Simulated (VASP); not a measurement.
Sr4LiCl8 (a cell with a defect), 13 atoms in the cell. The cell holds a defect, 13 atoms: a = 6.965 Å, b = 6.965 Å, c = 6.965 Å, α = 90.00°, β = 90.00°, γ = 90.00°. 

```yaml
Program: VASP 6.6.1
Task: single point
Functional: PBE
Potentials_or_basis: VASP PAW PBE potentials, release 64 (Sr_sv, Cl, Li_sv)
Cutoff: 520 eV
k_mesh: 2 × 2 × 2
Occupations: fermi-dirac, width 0.02 eV
Spin: no spin polarisation
Dipole_correction: no
Charge: 1
Further_INCAR_settings: ALGO = Normal; EDIFF = 1e-06; NBANDS = 62; NELECT = 98.0
```

Potentials or basis: VASP PAW PBE potentials, release 64 (Sr_sv, Cl, Li_sv).

Launch:

```bash
$ cat potpaw_PBE.64/Sr_sv/POTCAR potpaw_PBE.64/Cl/POTCAR potpaw_PBE.64/Li_sv/POTCAR > POTCAR
$ mpirun -np 1 vasp_std > vasp.out
```

Hardware: 1 thread of Intel(R) Xeon(R) Platinum 8488C (Sapphire Rapids) (shared host).

How long does it take, and how much memory?

Wall time 4.5 min on 1 thread of Intel(R) Xeon(R) Platinum 8488C (Sapphire Rapids), with other jobs on the host, peak memory 0.46 GiB. Counts: scf iterations 16, k points 8.
